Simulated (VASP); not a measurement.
GaSb (zincblende type), 2 atoms in the cell. The structure is cubic, space group F-43m (No. 216). The conventional cell has a = 6.111 Å, b = 6.111 Å, c = 6.111 Å, α = 90.00°, β = 90.00°, γ = 90.00°. Within 3.5 Å of Ga (site symmetry -43m) lie 4 Sb at 2.65 Å. Sb (site symmetry -43m) has 4 Ga at 2.65 Å within 3.5 Å. 

```yaml
Program: VASP 6.6.1
Task: single point
Functional: PBEsol
Potentials_or_basis: VASP PAW PBE potentials, release 64 (Ga_d, Sb)
Cutoff: 520 eV
k_mesh: 11 × 11 × 11
Occupations: fermi-dirac, width 0.05 eV
Spin: no spin polarisation
Dipole_correction: no
Further_INCAR_settings: ALGO = Normal; EDIFF = 1e-06; NBANDS = 16
```

Potentials or basis: VASP PAW PBE potentials, release 64 (Ga_d, Sb).

Run with:

```console
$ cat potpaw_PBE.64/Ga_d/POTCAR potpaw_PBE.64/Sb/POTCAR > POTCAR
$ mpirun -np 1 vasp_std > vasp.out
```

Hardware: 1 thread of AMD EPYC 7R13, with other jobs on the host.

Problem. Estimate the wall time of this run.

Solution. Wall time 64 s on 1 thread of AMD EPYC 7R13, with other jobs on the host, peak memory 0.18 GiB. Counts: scf iterations 12, k points 56.
